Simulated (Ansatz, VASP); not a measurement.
**AlAs in VASP and in Ansatz**

Contents of INCAR:

```
SYSTEM = AlAs
  ALGO = Normal
  EDIFF = 1E-6
  ENCUT = 500
  GGA = PS
  GGA_COMPAT = .FALSE.
  ISIF = 2
  ISMEAR = -1
  LASPH = .TRUE.
  LCHARG = .FALSE.
  LREAL = .FALSE.
  LWAVE = .FALSE.
  NBANDS = 11
  NELM = 120
  PREC = Accurate
  SIGMA = 0.05
```

Contents of KPOINTS:

```
k-points
0
G
  10 10 10
  0 0 0
```

The input POSCAR:

```
AlAs
1.0
    0.0000000000      2.8491449171      2.8491449171
    2.8491449171      0.0000000000      2.8491449171
    2.8491449171      2.8491449171      0.0000000000
Al As
1 1
Direct
    0.0000000000      0.0000000000      0.0000000000
    0.7500000000      0.7500000000      0.7500000000
```

Input for Ansatz:

```yaml
crystal:
  lattice:
    - [0.0, 2.8491449171, 2.8491449171]
    - [2.8491449171, 0.0, 2.8491449171]
    - [2.8491449171, 2.8491449171, 0.0]
  atoms:
    - { symbol: Al, position: [0.0, 0.0, 0.0] }
    - { symbol: As, position: [0.75, 0.75, 0.75] }
kpoints:
  mp_grid: { grid: [10, 10, 10] }
scf:
  occupations: { method: fermi_dirac, width: 0.05 }
hamiltonian:
  xc: pbesol
  pseudopotentials: { kind: all_electron, lapw: { basis_error: 0.0005 } }
output:
  forces: true
  stress: true
  eigenvalues: true
```

Change from the starting cell: volume scaled by 1.02.

Alike in both runs: task single point; functional PBEsol; k mesh 10 × 10 × 10; occupations fermi-dirac, width 0.05 eV; no spin polarisation.

|  | VASP | Ansatz |
| --- | --- | --- |
| version | VASP 6.6.1 | Ansatz 0.2.0 |
| potentials or method | VASP PAW PBE potentials, release 64 (Al, As), cutoff 500 eV | all-electron LAPW, scalar-relativistic |

|  | VASP | Ansatz | Ansatz less VASP |
| --- | --- | --- | --- |
| pressure (GPa) | -0.6 | -0.9 | -0.27 |

VASP's potentials were made for PBE, not for PBEsol. Ansatz ran all-electron here, and VASP with PAW potentials.
